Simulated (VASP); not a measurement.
**AlRu: single point with r2SCAN**

AlRu:

```
Al Ru
1.0
     3.00288    0.18768    0.18768
     0.18768    3.00288    0.18768
     0.18768    0.18768    3.00288
Al Ru
1 1
Direct
  0.00000 0.00000 0.00000
  0.50000 0.50000 0.50000
```

This cell differs from its parent crystal: ratio of the length along [111] to the lengths across it x 1.2, volume and fractional coordinates fixed.

```json
{
 "Program": "VASP 6.6.1",
 "Task": "single point",
 "Functional": "r2SCAN",
 "Potentials or basis": "VASP PAW PBE potentials, release 64 (Al, Ru_pv)",
 "Cutoff": "520 eV",
 "k mesh": "22 × 22 × 22",
 "Occupations": "gaussian, width 0.15 eV",
 "Spin": "no spin polarisation",
 "Dipole correction": "no",
 "Further INCAR settings": "ALGO = Normal; EDIFF = 1e-06; NBANDS = 16"
}
```

```
Pressure : 3.4 GPa
```

Stress tensor (GPa, compression positive):
```
  3.44 -10.07 -10.07
-10.07   3.44 -10.07
-10.07 -10.07   3.44
```

Levels at points of the mesh, in eV from the Fermi level:
| k point | band 6 | band 7 | band 8 | band 9 | band 10 | band 11 | band 12 | band 13 |
| --- | --- | --- | --- | --- | --- | --- | --- | --- |
| (0.00, 0.00, 0.00) | -3.53 | -0.33 | -0.33 | 0.45 | 6.60 | 6.60 | 7.06 | 10.55 |
| (0.50, 0.00, 0.00) | -3.02 | -1.68 | -1.25 | 0.13 | 2.60 | 7.75 | 10.55 | 10.64 |
| (0.50, 0.50, 0.00) | -2.11 | -1.23 | -1.05 | -0.41 | 1.62 | 5.19 | 7.61 | 9.84 |
| (0.50, 0.50, 0.50) | -4.63 | 1.12 | 1.66 | 1.66 | 4.87 | 5.55 | 5.55 | 6.88 |

Run time: 6.9 min on 1 thread of Intel(R) Xeon(R) 6975P-C (Granite Rapids), with other jobs on the host, peak memory 0.5 GiB.

Caveat: the PAW data sets were made with another functional, which shifts forces and pressure a little.
